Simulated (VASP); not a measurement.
A run of VASP 6.6.1 is set up as follows.

The input INCAR:

```
  PREC = Accurate
  ENCUT = 520
  EDIFF = 1E-6
  ISMEAR = 0
  SIGMA = 0.01
  LREAL = False
  LASPH = True
  NELM = 100
  ALGO = Normal
  ISIF = 2
  LWAVE = False
  LCHARG = True
  GGA = PS
  LELF = True
  LVHAR = True
  NBANDS = 11
```

File KPOINTS:

```
Automatic mesh
0
Gamma
  8 8 8
```

Contents of POSCAR:

```
SiC
1.0
    3.0815710000      0.0000000000      0.0000000000
    1.5407855000      2.6687187696      0.0000000000
    1.5407855000      0.8895729232      2.5160921854
Si C
1 1
Direct
    0.0000000000      0.0000000000      0.0000000000
    0.2500000000      0.2500000000      0.2500000000
```

Potentials or basis: VASP PAW PBE potentials, release 64 (Si, C).

The run is started by

```bash
$ cat potpaw_PBE.64/Si/POTCAR potpaw_PBE.64/C/POTCAR > POTCAR
$ mpirun -np 1 vasp_std > vasp.out
```

Question: Estimate the pressure.

Answer: 0.2 GPa.

Question: What does it give for the band gap on the k mesh?

Answer: 1.23 eV, indirect (least direct gap 4.44 eV).

Caveat: the PAW data sets were made with another functional, which shifts forces and pressure a little.

**What was measured.**

From “Insight into the structural, elastic and electronic properties of a new orthorhombic 6O-SiC polytype”, 2020, pmc:7200658, for a bulk crystal of SiC: band gap 2.4 eV (indirect).

A measured gap of SiC is 2.4 eV (indirect; quoted in “Insight into the structural, elastic and electronic properties of a new orthorhombic 6O-SiC polytype”, 2020, pmc:7200658); the calculated 1.23 eV misses it by -1.17 eV. The value is that of PBEsol on a finite k mesh, which can miss the band edges, without temperature or zero-point motion. Semilocal functionals fall short of measured gaps as a rule.
